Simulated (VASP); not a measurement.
Write the native input for VASP 6.6.1 that does the following.

| Item | Value |
| --- | --- |
| Task | single point |
| Functional | PBE |
| Dispersion | D3(BJ) |
| Potentials or basis | VASP PAW PBE potentials, release 64 (Ge_d) |
| Cutoff | 520 eV |
| k mesh | 12 × 12 × 1 |
| Occupations | gaussian, width 0.1 eV |
| Spin | no spin polarisation |
| Dipole correction | yes |
| Further INCAR settings | ALGO = Normal; EDIFF = 1e-07; NBANDS = 21 |

The structure of Ge lies in POSCAR:

```
Ge
1.0
    4.1590000000      0.0000000000      0.0000000000
   -2.0795000000      3.6017996543      0.0000000000
    0.0000000000      0.0000000000     28.0000000000
Ge
2
Direct
    0.3333333333      0.6666666667      0.5000000000
    0.6666666667      0.3333333333      0.5000000000
```

One way to write it, as run:

INCAR

```
  PREC = Accurate
  ENCUT = 520
  EDIFF = 1E-7
  ISMEAR = 0
  SIGMA = 0.1
  LREAL = False
  LASPH = True
  NELM = 80
  ALGO = Normal
  ISIF = 2
  LWAVE = False
  LCHARG = False
  LDIPOL = True
  IDIPOL = 3
  DIPOL = 0.5 0.5 0.500
  GGA = PE
  IVDW = 12
  NBANDS = 21
```

KPOINTS

```
Automatic mesh
0
Gamma
  12 12 1
```

Potentials or basis: VASP PAW PBE potentials, release 64 (Ge_d).

Run with:

```sh
$ cat potpaw_PBE.64/Ge_d/POTCAR > POTCAR
$ mpirun -np 1 vasp_std > vasp.out
```

It gave:

```json
{
 "Band gap on the k mesh": "zero (bands 14 and 15 overlap by 1.75 eV)",
 "Dispersion energy per atom": "-0.144 eV"
}
```

Wall time 6.3 min on 1 thread of Intel Xeon 8259CL, on a shared host, peak memory 0.55 GiB.
